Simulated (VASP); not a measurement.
**Re: single point with PBE+D4**

Re:

```xyz
2
Lattice="2.7574 0.0000 0.0000 -1.3787 2.3880 0.0000 0.0000 0.0000 4.4561" Properties=species:S:1:pos:R:3 pbc="T T T"
Re    1.3787    0.7960    3.3421
Re    0.0000    1.5920    1.1140
```

```json
{
  "Program": "VASP 6.6.1",
  "Task": "single point",
  "Functional": "PBE",
  "Dispersion": "D4",
  "Potentials or basis": "VASP PAW PBE potentials, release 64 (Re)",
  "Cutoff": "520 eV",
  "k mesh": "11 × 11 × 6",
  "Occupations": "fermi-dirac, width 0.05 eV",
  "Spin": "no spin polarisation",
  "Dipole correction": "no",
  "Further INCAR settings": "ALGO = Normal; EDIFF = 1e-07; NBANDS = 14"
}
```

```
Pressure                   : -0.4 GPa
Band gap on the k mesh     : zero (bands 7 and 8 overlap by 3.07 eV)
Dispersion energy per atom : -0.709 eV
```

Stress tensor (GPa, compression positive):
```
-0.38  0.00  0.00
 0.00 -0.38  0.00
 0.00  0.00 -0.54
```

Levels at points of the mesh, in eV from the Fermi level:
```
           k point  band 5  band 6  band 7  band 8  band 9  band 10
(0.00, 0.00, 0.00)   -1.59   -0.76   -0.76    0.18    0.18     0.61
(0.00, 0.00, 0.50)   -1.72   -1.72   -1.72   -1.72    2.55     2.55
```

It took 53 s on 1 thread of AMD EPYC 7R13 (shared host), peak memory 0.14 GiB.

Caveat: spin-orbit coupling is left out, which moves the levels of the heavy elements.
